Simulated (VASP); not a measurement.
# ZnReH (P4/mmm) in VASP: a series of runs

The runs below take ZnReH through single point, relaxation of cell and atoms, with PBE.

Program: VASP 6.6.1. These are calculated values, not measurements. Logs are shortened: lines on timing, memory, paths and dates and some standing lists are left out, and cuts for length are marked.

### 1 The cell of the first run

It takes space group P4/mmm (No. 123, tetragonal). Conventional cell: a = 2.728 Å, b = 2.728 Å, c = 5.145 Å, α = 90.00°, β = 90.00°, γ = 90.00°. Within 3.4 Å of Zn (site symmetry 4/mmm) lie 2 Re at 2.57 Å and 4 Zn at 2.73 Å and 8 H at 3.22 Å. Re (site symmetry 4/mmm) has 4 H at 1.93 Å and 2 Zn at 2.57 Å within 2.6 Å. Within 2.6 Å of H (site symmetry 4/mmm) lie 4 Re at 1.93 Å.

The cell was built from a structure type or drawn by symmetry, and may not be a known phase.

### 2 Single point, PBE

Contents of INCAR:

```
SYSTEM = ZnReH
PREC = Accurate
ENCUT = 520
EDIFF = 1E-6
ISMEAR = 0
SIGMA = 0.1
LREAL = .False.
LASPH = .True.
NELM = 60
ALGO = Normal
ISIF = 2
LWAVE = .False.
LCHARG = .False.
GGA = PE
NBANDS = 17
```

Contents of KPOINTS:

```
Automatic mesh
0
Gamma
  6 6 4
  0 0 0
```

Contents of POSCAR:

```
ZnReH
1.0
    2.7284108213      0.0000000000      0.0000000000
    0.0000000000      2.7284108213      0.0000000000
    0.0000000000      0.0000000000      5.1448436161
Zn Re H
1 1 1
Direct
    0.0000000000      0.0000000000      0.5000000000
    0.0000000000      0.0000000000      0.0000000000
    0.5000000000      0.5000000000      0.0000000000
```

Potentials or basis: VASP PAW PBE potentials, release 64 (Zn, Re, H).

On the command line:

```
$ cat potpaw_PBE.64/Zn/POTCAR potpaw_PBE.64/Re/POTCAR potpaw_PBE.64/H/POTCAR > POTCAR
$ mpirun -np 1 vasp_std > vasp.out
```

OUTCAR:

```text
SYSTEM = ZnReH
   PREC = Accurate
   ENCUT = 520
   EDIFF = 1E-6
   ISMEAR = 0
   LREAL = .False.
   LASPH = .True.
   NELM = 60
   ISIF = 2
   GGA = PE

 ion  position               nearest neighbor table
   1  0.000  0.000  0.500-   2 2.57   2 2.57
   2  0.000  0.000  0.000-   3 1.93   3 1.93   3 1.93   3 1.93   1 2.57   1 2.57
   3  0.500  0.500  0.000-   2 1.93   2 1.93   2 1.93   2 1.93

  LATTYP: Found a simple tetragonal cell.
 ALAT       =     2.7284108213
 C/A-ratio  =     1.8856557729

  Lattice vectors:

 A1 = (   2.7284108213,   0.0000000000,   0.0000000000)
 A2 = (   0.0000000000,   2.7284108213,   0.0000000000)
 A3 = (   0.0000000000,   0.0000000000,   5.1448436161)

Analysis of symmetry for initial positions (statically):
=====================================================================
 Subroutine PRICEL returns:
 Original cell was already a primitive cell.

 Routine SETGRP: Setting up the symmetry group for a
 simple tetragonal supercell.

 Subroutine GETGRP returns: Found 16 space group operations
 (whereof 16 operations were pure point group operations)
 out of a pool of 16 trial point group operations.

The static configuration has the point symmetry D_4h.

Analysis of symmetry for dynamics (positions and initial velocities):
=====================================================================
 Subroutine PRICEL returns:
 Original cell was already a primitive cell.

 Routine SETGRP: Setting up the symmetry group for a
 simple tetragonal supercell.

 Subroutine GETGRP returns: Found 16 space group operations
 (whereof 16 operations were pure point group operations)
 out of a pool of 16 trial point group operations.

The dynamic configuration has the point symmetry D_4h.

 Subroutine INISYM returns: Found 16 space group operations
 (whereof 16 operations are pure point group operations),
 and found     1 'primitive' translations

----------------------------------------------------------------------------------------

                                     Primitive cell

  volume of cell :      38.2994

  direct lattice vectors                    reciprocal lattice vectors
     2.728410821  0.000000000  0.000000000     0.366513720  0.000000000  0.000000000
     0.000000000  2.728410821  0.000000000     0.000000000  0.366513720  0.000000000
     0.000000000  0.000000000  5.144843616     0.000000000  0.000000000  0.194369368

  length of vectors
     2.728410821  2.728410821  5.144843616     0.366513720  0.366513720  0.194369368

  position of ions in fractional coordinates (direct lattice)
     0.000000000  0.000000000  0.500000000
     0.000000000  0.000000000  0.000000000
     0.500000000  0.500000000  0.000000000

  ion indices of the primitive-cell ions
   primitive index   ion index
                 1           1
                 2           2
                 3           3

----------------------------------------------------------------------------------------

 KPOINTS: Automatic mesh

Automatic generation of k-mesh.
 Grid dimensions read from file:
 generate k-points for:    6    6    4

 Generating k-lattice:

  Cartesian coordinates                     Fractional coordinates (reciprocal lattice)
     0.061085620  0.000000000  0.000000000     0.166666667  0.000000000  0.000000000
     0.000000000  0.061085620  0.000000000     0.000000000  0.166666667  0.000000000
     0.000000000  0.000000000  0.048592342     0.000000000  0.000000000  0.250000000

  Length of vectors
     0.061085620  0.061085620  0.048592342

  Shift w.r.t. Gamma in fractional coordinates (k-lattice)
     0.000000000  0.000000000  0.000000000

 Subroutine IBZKPT returns following result:
 ===========================================

 Found     30 irreducible k-points:

 Following reciprocal coordinates:
            Coordinates               Weight
  0.000000  0.000000  0.000000      1.000000
  0.166667  0.000000  0.000000      4.000000
  0.333333  0.000000  0.000000      4.000000
  0.500000  0.000000  0.000000      2.000000
  0.166667  0.166667  0.000000      4.000000
  0.333333  0.166667  0.000000      8.000000
[... 16 lines left out ...]
  0.333333  0.000000  0.500000      4.000000
  0.500000  0.000000  0.500000      2.000000
 [... further k-points ...]
   k-points           NKPTS =     30   k-points in BZ     NKDIM =     30   number of bands    NBANDS=     17
   number of dos      NEDOS =    301   number of ions     NIONS =      3
   total plane-waves  NPLWV =  16000
   dimension x,y,z NGX =    20 NGY =   20 NGZ =   40
   dimension x,y,z NGXF=    40 NGYF=   40 NGZF=   80
   ions per type =               1   1   1
   NGX,Y,Z   is equivalent  to a cutoff of  12.19, 12.19, 12.93 a.u.
   NGXF,Y,Z  is equivalent  to a cutoff of  24.37, 24.37, 25.85 a.u.
 SYSTEM =  ZnReH
   PREC   = accura    normal or accurate (medium, high low for compatibility)
   ISTART =      0    job   : 0-new  1-cont  2-samecut
   ICHARG =      2    charge: 1-file 2-atom 10-const
   ISPIN  =      1    spin polarized calculation?
   LNONCOLLINEAR =      F non collinear calculations
   LSORBIT =      F    spin-orbit coupling
   LASPH  =      T    aspherical Exc in radial PAW
   ENCUT  =  520.0 eV  38.22 Ry    6.18 a.u.   5.07  5.07  9.57*2*pi/ulx,y,z
   NELM   =     60;   NELMIN=  2; NELMDL= -5     # of ELM steps
   EDIFF  = 0.1E-05   stopping-criterion for ELM
   LREAL  =      F    real-space projection
   EDIFFG = 0.1E-04   stopping-criterion for IOM
   NSW    =      0    number of steps for IOM
   IBRION =     -1    ionic relax: 0-MD 1-quasi-New 2-CG
   NFREE  =      0    steps in history (QN), initial steepest desc. (CG)
   ISIF   =      2    stress and relaxation
   ISYM   =      2    0-nonsym 1-usesym 2-fastsym
   POTIM  = 0.5000    time-step for ionic-motion
   TEBEG  =    0.0;   TEEND  =   0.0 temperature during run
   PSTRESS=    0.0 pullay stress
   NELECT =      20.0000    total number of electrons
   NUPDOWN=      -1.0000    fix difference up-down
   EMIN   =  10.00;   EMAX   =-10.00  energy-range for DOS
   EFERMI =   0.00;   METHOD = LEGACY
   ISMEAR =     0;   SIGMA  =   0.10  broadening in eV -4-tet -1-fermi 0-gaus
   EFERMI_NEDOS =   21; number of points for ismear=-14 and -15
   IALGO  =     38    algorithm
   IMIX   =      4    mixing-type and parameters
     AMIX     =   0.40;   BMIX     =  1.00
     AMIX_MAG =   1.60;   BMIX_MAG =  1.00
  volume/ion in A,a.u.               =      12.77        86.15
  Fermi-wavevector in a.u.,A,eV,Ry     =   1.318320  2.491264 23.646495  1.737968
  Thomas-Fermi vector in A             =   2.448298
   LORBIT       =      0    0 simple, 1 ext, 2 COOP (PROOUT), +10 PAW based schemes
   GGA     = PE    functional components
   LHFCALC =     F    Hartree Fock is set to
   AEXX    =    0.0000 exact exchange contribution
   IVDW    =     0    specifies the selected vdW correction
   LEPSILON=     F    determine dielectric tensor
   LRPA    =     F    only Hartree local field effects (RPA)
 non-spin polarized calculation
 Gauss-broadening in eV      SIGMA  =   0.10
  energy-cutoff  :      520.00
  volume of cell :       38.30
 maximum number of plane-waves:      1048
   NGX = 11   NGY = 11   NGZ = 19

 number of electron      19.9999985 magnetization

 Free energy of the ion-electron system (eV)
  ---------------------------------------------------
  ext. energy  EPLUGINS =         0.00000000
  ---------------------------------------------------
  free energy    TOTEN  =       -14.73390648 eV

  energy without entropy =      -14.71107067  energy(sigma->0) =      -14.72248858

 E-fermi :   3.9830     XC(G=0): -11.5265

 val. band max:        3.9420221659   @ k =   0.3333   0.3333   0.0000
 cond. band min:       3.9908890821   @ k =   0.3333   0.3333   0.0000
 fundamental gap:      0.0488669162
 Fermi energy:         3.9830478216

 k-point     1 :       0.0000    0.0000    0.0000
  band No.  band energies     occupation
      1      -6.7957      2.00000
      2      -3.7212      2.00000
      3      -3.6729      2.00000
      4      -3.1494      2.00000
      5      -2.9608      2.00000
      6      -2.9608      2.00000
[... 9 lines left out ...]
     16      15.6887      0.00000
     17      16.2839      0.00000

 k-point     2 :       0.1667    0.0000    0.0000
  band No.  band energies     occupation
      1      -6.0184      2.00000
      2      -3.6701      2.00000
      3      -3.5607      2.00000
      4      -3.1262      2.00000
      5      -2.9503      2.00000
      6      -2.8846      2.00000
[... 9 lines left out ...]
     16      16.2450      0.00000
     17      17.1453      0.00000

 k-point     3 :       0.3333    0.0000    0.0000
  band No.  band energies     occupation
      1      -4.1323      2.00000
      2      -3.6103      2.00000
      3      -3.4374      2.00000
      4      -3.2371      2.00000
      5      -3.0146      2.00000
      6      -2.9294      2.00000
[... 9 lines left out ...]
     16      15.6644      0.00000
     17      18.8301      0.00000

 k-point     4 :       0.5000    0.0000    0.0000
  band No.  band energies     occupation
      1      -3.5867      2.00000
      2      -3.5843      2.00000
      3      -3.4662      2.00000
      4      -3.0782      2.00000
      5      -2.9189      2.00000
      6      -1.5220      2.00000
[... 9 lines left out ...]
     16      14.1640      0.00000
     17      16.5400      0.00000
[... 343 lines left out ...]
      1      -5.6977      2.00000
      2      -3.6784      2.00000
      3      -3.4470      2.00000
      4      -3.0410      2.00000
      5      -2.9250      2.00000
      6      -2.8843      2.00000
[... 9 lines left out ...]
     16      14.2720      0.00000
     17      17.8494      0.00000

 k-point    23 :       0.3333    0.0000    0.5000
  band No.  band energies     occupation
      1      -3.8643      2.00000
      2      -3.5996      2.00000
      3      -3.1448      2.00000
      4      -3.0171      2.00000
      5      -3.0138      2.00000
      6      -2.9062      2.00000
[... 9 lines left out ...]
     16      14.0453      0.00000
     17      17.5226      0.00000

 k-point    24 :       0.5000    0.0000    0.5000
  band No.  band energies     occupation
      1      -3.5629      2.00000
      2      -3.5051      2.00000
      3      -3.0771      2.00000
      4      -3.0506      2.00000
      5      -2.8968      2.00000
      6      -1.0872      2.00000
[... 9 lines left out ...]
     16      15.7682      0.00000
     17      18.1998      0.00000

 [... further k-points ...]
[... 5 lines left out ...]
  --------------------------------------------------------------------------------------
  -------------------------------------------------------------------------------------
  Total       -0.0085579     -0.0085579      0.0852509      0.0000000      0.0000000      0.0000000
  in kB       -0.3580025     -0.3580025      3.5663009      0.0000000      0.0000000      0.0000000
  external PRESSURE =       0.9500986 kB  Pullay stress =       0.0000000 kB

 VOLUME and BASIS-vectors are now :
 -----------------------------------------------------------------------------
  energy-cutoff  :      520.00
  volume of cell :       38.30
      direct lattice vectors                 reciprocal lattice vectors
     2.728410821  0.000000000  0.000000000     0.366513720  0.000000000  0.000000000
     0.000000000  2.728410821  0.000000000     0.000000000  0.366513720  0.000000000
     0.000000000  0.000000000  5.144843616     0.000000000  0.000000000  0.194369368

 POSITION                                       TOTAL-FORCE (eV/Angst)
 -----------------------------------------------------------------------------------
      0.00000      0.00000      2.57242         0.000000      0.000000      0.000000
      0.00000      0.00000      0.00000         0.000000      0.000000      0.000000
      1.36421      1.36421      0.00000         0.000000      0.000000      0.000000
 -----------------------------------------------------------------------------------
    total drift:                                0.000000      0.000000     -0.000000

  FREE ENERGIE OF THE ION-ELECTRON SYSTEM (eV)
  ---------------------------------------------------
  free  energy   TOTEN  =       -14.7339064778 eV

  energy  without entropy=      -14.7110706745  energy(sigma->0) =      -14.72248858
```

Wall time 20 s (1 thread of Intel Xeon 8259CL, shared host); peak memory 0.16 GiB.

What came out:

```yaml
Free_energy: -14.7339 eV
Pressure: 0.1 GPa
Band_gap_on_the_k_mesh: zero (bands 10 and 11 overlap by 3.87 eV)
```

Stress tensor (GPa, compression positive):
```
-0.04  0.00  0.00
 0.00 -0.04  0.00
 0.00  0.00  0.36
```

Caveat: the k points lie up to 0.38 Å⁻¹ apart, too coarse for converged energies and pressures of a metal; spin-orbit coupling is left out, which moves the levels of the heavy elements.

(Continued in part 2 of 2.)
